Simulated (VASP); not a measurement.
# As2Pt (Pa-3) in VASP: single point with PBE

Aim: the single point of As2Pt with PBE.

All numbers are computed with VASP 6.6.1; they aren't measurements. Logs are shortened: lines on timing, memory, paths and dates and some standing lists are left out, and cuts for length are marked.

### Step 1. The cell of the first run

Symmetry: Pa-3, No. 205, cubic system. The conventional cell has a = 5.919 Å, b = 5.919 Å, c = 5.919 Å, α = 90.00°, β = 90.00°, γ = 90.00°. Pt (site symmetry -3) has 6 As at 2.47 Å within 3.3 Å. Within 3.2 Å of As (site symmetry 3) lie 1 As at 2.40 Å and 3 Pt at 2.47 Å.

### Step 2. Single point, PBE

The input, INCAR:

```
  ALGO = Fast
  EDIFF = 1E-6
  ENCUT = 520
  GGA = PE
  ISIF = 2
  ISMEAR = -1
  LASPH = True
  LCHARG = False
  LREAL = False
  LWAVE = False
  NBANDS = 52
  NELM = 100
  PREC = Accurate
  SIGMA = 0.1
```

The input, KPOINTS:

```
k-points
0
Gamma
  6 6 6
```

The input, POSCAR:

```
As2Pt
1.0
    5.9188600000      0.0000000000      0.0000000000
    0.0000000000      5.9188600000      0.0000000000
    0.0000000000      0.0000000000      5.9188600000
Pt As
4 8
Direct
    0.0000000000      0.0000000000      0.0000000000
    0.5000000000      0.0000000000      0.5000000000
    0.5000000000      0.5000000000      0.0000000000
    0.0000000000      0.5000000000      0.5000000000
    0.3830000000      0.3830000000      0.3830000000
    0.1170000000      0.6170000000      0.8830000000
    0.8830000000      0.1170000000      0.6170000000
    0.6170000000      0.8830000000      0.1170000000
    0.6170000000      0.6170000000      0.6170000000
    0.8830000000      0.3830000000      0.1170000000
    0.1170000000      0.8830000000      0.3830000000
    0.3830000000      0.1170000000      0.8830000000
```

Potentials or basis: VASP PAW PBE potentials, release 64 (Pt, As).

The run is started by

```
> cat potpaw_PBE.64/Pt/POTCAR potpaw_PBE.64/As/POTCAR > POTCAR
> mpirun -np 1 vasp_std > vasp.out
```

OUTCAR:

```text
EDIFF = 1E-6
   ENCUT = 520
   GGA = PE
   ISIF = 2
   ISMEAR = -1
   LASPH = True
   LREAL = False
   NELM = 100
   PREC = Accurate

 ion  position               nearest neighbor table
   1  0.000  0.000  0.000-   6 2.47   7 2.47   8 2.47  10 2.47  11 2.47  12 2.47
   2  0.500  0.000  0.500-   5 2.47   7 2.47   8 2.47   9 2.47  11 2.47  12 2.47
   3  0.500  0.500  0.000-   5 2.47   6 2.47   8 2.47   9 2.47  10 2.47  12 2.47
   4  0.000  0.500  0.500-   5 2.47   6 2.47   7 2.47   9 2.47  10 2.47  11 2.47
   5  0.383  0.383  0.383-   9 2.40   3 2.47   4 2.47   2 2.47
   6  0.117  0.617  0.883-  10 2.40   3 2.47   4 2.47   1 2.47
   7  0.883  0.117  0.617-  11 2.40   2 2.47   4 2.47   1 2.47
   8  0.617  0.883  0.117-  12 2.40   2 2.47   3 2.47   1 2.47
   9  0.617  0.617  0.617-   5 2.40   3 2.47   4 2.47   2 2.47
  10  0.883  0.383  0.117-   6 2.40   3 2.47   4 2.47   1 2.47
  11  0.117  0.883  0.383-   7 2.40   2 2.47   4 2.47   1 2.47
  12  0.383  0.117  0.883-   8 2.40   2 2.47   3 2.47   1 2.47

  LATTYP: Found a simple cubic cell.
 ALAT       =     5.9188600000

  Lattice vectors:

 A1 = (   5.9188600000,   0.0000000000,   0.0000000000)
 A2 = (   0.0000000000,   5.9188600000,   0.0000000000)
 A3 = (   0.0000000000,   0.0000000000,   5.9188600000)

Analysis of symmetry for initial positions (statically):
=====================================================================
 Subroutine PRICEL returns:
 Original cell was already a primitive cell.

 Routine SETGRP: Setting up the symmetry group for a
 simple cubic supercell.

 Subroutine GETGRP returns: Found 24 space group operations
 (whereof  6 operations were pure point group operations)
 out of a pool of 48 trial point group operations.

The static configuration has the point symmetry S_6 .
 The point group associated with its full space group is T_h .

Analysis of symmetry for dynamics (positions and initial velocities):
=====================================================================
 Subroutine PRICEL returns:
 Original cell was already a primitive cell.

 Routine SETGRP: Setting up the symmetry group for a
 simple cubic supercell.

 Subroutine GETGRP returns: Found 24 space group operations
 (whereof  6 operations were pure point group operations)
 out of a pool of 48 trial point group operations.

The dynamic configuration has the point symmetry S_6 .
 The point group associated with its full space group is T_h .

 Subroutine INISYM returns: Found 24 space group operations
 (whereof  6 operations are pure point group operations),
 and found     1 'primitive' translations

----------------------------------------------------------------------------------------

                                     Primitive cell

  volume of cell :     207.3549

  direct lattice vectors                    reciprocal lattice vectors
     5.918860000  0.000000000  0.000000000     0.168951453  0.000000000  0.000000000
     0.000000000  5.918860000  0.000000000     0.000000000  0.168951453  0.000000000
     0.000000000  0.000000000  5.918860000     0.000000000  0.000000000  0.168951453

  length of vectors
     5.918860000  5.918860000  5.918860000     0.168951453  0.168951453  0.168951453

  position of ions in fractional coordinates (direct lattice)
     0.000000000  0.000000000  0.000000000
     0.500000000  0.000000000  0.500000000
     0.500000000  0.500000000  0.000000000
     0.000000000  0.500000000  0.500000000
     0.383000000  0.383000000  0.383000000
     0.117000000  0.617000000  0.883000000
     0.883000000  0.117000000  0.617000000
     0.617000000  0.883000000  0.117000000
     0.617000000  0.617000000  0.617000000
     0.883000000  0.383000000  0.117000000
     0.117000000  0.883000000  0.383000000
     0.383000000  0.117000000  0.883000000

  ion indices of the primitive-cell ions
   primitive index   ion index
                 1           1
                 2           2
                 3           3
                 4           4
                 5           5
                 6           6
                 7           7
                 8           8
                 9           9
                10          10
                11          11
                12          12

----------------------------------------------------------------------------------------

 KPOINTS: k-points

Automatic generation of k-mesh.
 Grid dimensions read from file:
 generate k-points for:    6    6    6

 Generating k-lattice:

  Cartesian coordinates                     Fractional coordinates (reciprocal lattice)
     0.028158576  0.000000000  0.000000000     0.166666667  0.000000000  0.000000000
     0.000000000  0.028158576  0.000000000     0.000000000  0.166666667  0.000000000
     0.000000000  0.000000000  0.028158576     0.000000000  0.000000000  0.166666667

  Length of vectors
     0.028158576  0.028158576  0.028158576

  Shift w.r.t. Gamma in fractional coordinates (k-lattice)
     0.000000000  0.000000000  0.000000000

 Subroutine IBZKPT returns following result:
 ===========================================

 Found     24 irreducible k-points:

 Following reciprocal coordinates:
            Coordinates               Weight
  0.000000  0.000000  0.000000      1.000000
  0.166667  0.000000  0.000000      6.000000
  0.333333  0.000000  0.000000      6.000000
  0.500000  0.000000  0.000000      3.000000
  0.166667  0.166667  0.000000     12.000000
  0.333333  0.166667  0.000000     12.000000
[... 16 lines left out ...]
  0.500000  0.500000  0.333333      6.000000
  0.500000  0.500000  0.500000      1.000000
   k-points           NKPTS =     24   k-points in BZ     NKDIM =     24   number of bands    NBANDS=     52
   number of dos      NEDOS =    301   number of ions     NIONS =     12
   total plane-waves  NPLWV = 110592
   dimension x,y,z NGX =    48 NGY =   48 NGZ =   48
   dimension x,y,z NGXF=    96 NGYF=   96 NGZF=   96
   ions per type =               4   8
   NGX,Y,Z   is equivalent  to a cutoff of  13.48, 13.48, 13.48 a.u.
   NGXF,Y,Z  is equivalent  to a cutoff of  26.96, 26.96, 26.96 a.u.
 SYSTEM =  unknown system
   PREC   = accura    normal or accurate (medium, high low for compatibility)
   ISTART =      0    job   : 0-new  1-cont  2-samecut
   ICHARG =      2    charge: 1-file 2-atom 10-const
   ISPIN  =      1    spin polarized calculation?
   LNONCOLLINEAR =      F non collinear calculations
   LSORBIT =      F    spin-orbit coupling
   LASPH  =      T    aspherical Exc in radial PAW
   ENCUT  =  520.0 eV  38.22 Ry    6.18 a.u.  11.01 11.01 11.01*2*pi/ulx,y,z
   NELM   =    100;   NELMIN=  2; NELMDL= -5     # of ELM steps
   EDIFF  = 0.1E-05   stopping-criterion for ELM
   LREAL  =      F    real-space projection
   EDIFFG = 0.1E-04   stopping-criterion for IOM
   NSW    =      0    number of steps for IOM
   IBRION =     -1    ionic relax: 0-MD 1-quasi-New 2-CG
   NFREE  =      0    steps in history (QN), initial steepest desc. (CG)
   ISIF   =      2    stress and relaxation
   ISYM   =      2    0-nonsym 1-usesym 2-fastsym
   POTIM  = 0.5000    time-step for ionic-motion
   TEBEG  =    0.0;   TEEND  =   0.0 temperature during run
   PSTRESS=    0.0 pullay stress
   NELECT =      80.0000    total number of electrons
   NUPDOWN=      -1.0000    fix difference up-down
   EMIN   =  10.00;   EMAX   =-10.00  energy-range for DOS
   EFERMI =   0.00;   METHOD = LEGACY
   ISMEAR =    -1;   SIGMA  =   0.10  broadening in eV -4-tet -1-fermi 0-gaus
   EFERMI_NEDOS =   21; number of points for ismear=-14 and -15
   IALGO  =     68    algorithm
   IMIX   =      4    mixing-type and parameters
     AMIX     =   0.40;   BMIX     =  1.00
     AMIX_MAG =   1.60;   BMIX_MAG =  1.00
  volume/ion in A,a.u.               =      17.28       116.61
  Fermi-wavevector in a.u.,A,eV,Ry     =   1.191791  2.252158 19.325249  1.420366
  Thomas-Fermi vector in A             =   2.327844
   LORBIT       =      0    0 simple, 1 ext, 2 COOP (PROOUT), +10 PAW based schemes
   GGA     = PE    functional components
   LHFCALC =     F    Hartree Fock is set to
   AEXX    =    0.0000 exact exchange contribution
   IVDW    =     0    specifies the selected vdW correction
   LEPSILON=     F    determine dielectric tensor
   LRPA    =     F    only Hartree local field effects (RPA)
 non-spin polarized calculation
 RMM-DIIS sequential band-by-band and
  energy-cutoff  :      520.00
  volume of cell :      207.35
 maximum number of plane-waves:      5632
 NGX is ok and might be reduce to    48
   NGX = 23   NGY = 23   NGZ = 23

 number of electron      79.9999991 magnetization

 Free energy of the ion-electron system (eV)
  ---------------------------------------------------
  ext. energy  EPLUGINS =         0.00000000
  ---------------------------------------------------
  free energy    TOTEN  =       -67.49476350 eV

  energy without entropy =      -67.48588948  energy(sigma->0) =      -67.49032649

 E-fermi :   8.2082     XC(G=0): -11.4755

 val. band max:        7.9410336397   @ k =   0.3333   0.3333   0.0000
 cond. band min:       8.3563141319   @ k =   0.5000   0.5000   0.5000
 fundamental gap:      0.4152804922
 Fermi energy:         8.2082196878

 k-point     1 :       0.0000    0.0000    0.0000
  band No.  band energies     occupation
      1      -6.6192      2.00000
      2      -4.5044      2.00000
      3      -4.5044      2.00000
      4      -4.5044      2.00000
      5      -2.2190      2.00000
      6      -2.2190      2.00000
[... 44 lines left out ...]
     51      13.4463      0.00000
     52      13.4488      0.00000

 k-point     2 :       0.1667    0.0000    0.0000
  band No.  band energies     occupation
      1      -6.5089      2.00000
      2      -4.6788      2.00000
      3      -4.4471      2.00000
      4      -4.4418      2.00000
      5      -2.2940      2.00000
      6      -2.2351      2.00000
[... 44 lines left out ...]
     51      12.7506      0.00000
     52      13.3695      0.00000

 k-point     3 :       0.3333    0.0000    0.0000
  band No.  band energies     occupation
      1      -6.1897      2.00000
      2      -5.1403      2.00000
      3      -4.3164      2.00000
      4      -4.3043      2.00000
      5      -2.3497      2.00000
      6      -2.2534      2.00000
[... 44 lines left out ...]
     51      12.7958      0.00000
     52      13.0692      0.00000
[... 1046 lines left out ...]
 k-point    23 :       0.5000    0.5000    0.3333
  band No.  band energies     occupation
      1      -4.6003      2.00000
      2      -4.6003      2.00000
      3      -4.6003      2.00000
      4      -4.6003      2.00000
      5      -3.0595      2.00000
      6      -3.0595      2.00000
[... 44 lines left out ...]
     51      12.1008      0.00000
     52      12.1008      0.00000

 k-point    24 :       0.5000    0.5000    0.5000
  band No.  band energies     occupation
      1      -4.4556      2.00000
      2      -4.4556      2.00000
      3      -4.4556      2.00000
      4      -4.4556      2.00000
      5      -3.2773      2.00000
      6      -3.2773      2.00000
[... 44 lines left out ...]
     51      12.0021      0.00000
     52      12.0021      0.00000

------------------------ aborting loop because EDIFF is reached ----------------------------------------

  FORCE on cell =-STRESS in cart. coord.  units (eV):
  Direction    XX          YY          ZZ          XY          YZ          ZX
  --------------------------------------------------------------------------------------
  -------------------------------------------------------------------------------------
  Total       14.8761412     14.8761412     14.8761412      0.0000000      0.0000000      0.0000000
  in kB      114.9440967    114.9440967    114.9440967      0.0000000      0.0000000      0.0000000
  external PRESSURE =     114.9440967 kB  Pullay stress =       0.0000000 kB

 VOLUME and BASIS-vectors are now :
 -----------------------------------------------------------------------------
  energy-cutoff  :      520.00
  volume of cell :      207.35
      direct lattice vectors                 reciprocal lattice vectors
     5.918860000  0.000000000  0.000000000     0.168951453  0.000000000  0.000000000
     0.000000000  5.918860000  0.000000000     0.000000000  0.168951453  0.000000000
     0.000000000  0.000000000  5.918860000     0.000000000  0.000000000  0.168951453

 POSITION                                       TOTAL-FORCE (eV/Angst)
 -----------------------------------------------------------------------------------
      0.00000      0.00000      0.00000         0.000000     -0.000000      0.000000
      2.95943      0.00000      2.95943         0.000000     -0.000000      0.000000
      2.95943      2.95943      0.00000         0.000000     -0.000000      0.000000
      0.00000      2.95943      2.95943         0.000000     -0.000000      0.000000
      2.26692      2.26692      2.26692        -0.021403     -0.021403     -0.021403
      0.69251      3.65194      5.22635         0.021403      0.021403     -0.021403
      5.22635      0.69251      3.65194        -0.021403      0.021403      0.021403
      3.65194      5.22635      0.69251         0.021403     -0.021403      0.021403
      3.65194      3.65194      3.65194         0.021403      0.021403      0.021403
      5.22635      2.26692      0.69251        -0.021403     -0.021403      0.021403
      0.69251      5.22635      2.26692         0.021403     -0.021403     -0.021403
      2.26692      0.69251      5.22635        -0.021403      0.021403     -0.021403
 -----------------------------------------------------------------------------------
    total drift:                               -0.000000      0.000000     -0.000000

  FREE ENERGIE OF THE ION-ELECTRON SYSTEM (eV)
  ---------------------------------------------------
  free  energy   TOTEN  =       -67.4947635005 eV

  energy  without entropy=      -67.4858894832  energy(sigma->0) =      -67.49032649
```

Run time: 5.6 min. Hardware: 1 thread of Intel Xeon Platinum 8259CL at 2.50GHz (Skylake/Cascade Lake), shared host; peak memory 0.43 GiB.

Results:

* Free energy: -67.4948 eV
* Pressure: 11.5 GPa
* Largest force: 0.037 eV/Å
* Band gap on the k mesh: 0.42 eV (least direct gap 1.19 eV)

Forces in eV/Å, atoms in the order of the input:
```
Pt   0.000  0.000  0.000
Pt   0.000  0.000  0.000
Pt   0.000  0.000  0.000
Pt   0.000  0.000  0.000
As  -0.021 -0.021 -0.021
As   0.021  0.021 -0.021
As  -0.021  0.021  0.021
As   0.021 -0.021  0.021
As   0.021  0.021  0.021
As  -0.021 -0.021  0.021
As   0.021 -0.021 -0.021
As  -0.021  0.021 -0.021
```

Caveat: the cell stands under pressure; spin-orbit coupling is left out, which moves the levels of the heavy elements.
